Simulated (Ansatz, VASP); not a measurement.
Two plane-wave programs on KI

```
CELL_PARAMETERS angstrom
0.00000 3.52455 3.48930
3.52455 0.00000 3.48930
3.52455 3.52455 0.00000
ATOMIC_POSITIONS crystal
K 0.00000 0.00000 0.00000
I 0.50000 0.50000 0.50000
```

Change from the starting cell: strain -0.0100 x Voigt [0, 0, 1, 0, 0, 0], atoms carried along.

Alike in both runs: task single point; functional PBEsol; k mesh 6 × 6 × 6; occupations gaussian, width 0.05 eV; no spin polarisation.

```csv
,VASP,Ansatz
version,VASP 6.6.1,Ansatz 0.2.0
potentials or method,"VASP PAW PBE potentials, release 64 (K_sv, I), cutoff 520 eV","scalar-relativistic, plane waves, PAW"
valence electrons in the cell,16,26
```

|  | VASP | Ansatz | Ansatz less VASP |
| --- | --- | --- | --- |
| gap on the k mesh at the Fermi level (eV) | 3.85 | 3.85 | +0.006 |
| least direct gap on the mesh (eV) | 3.85 | 3.85 | +0.006 |
| pressure (GPa) | 0.0 | -0.1 | -0.04 |
| traceless stress, the component that is largest in VASP (GPa) | 0.17 | 0.17 | -0.003 |

VASP's potentials were made for PBE, not for PBEsol. VASP's potentials hold 16 valence electrons a cell and Ansatz's 26, so a difference there can come from the potentials and not from the codes.

Neither program's run includes spin-orbit coupling.
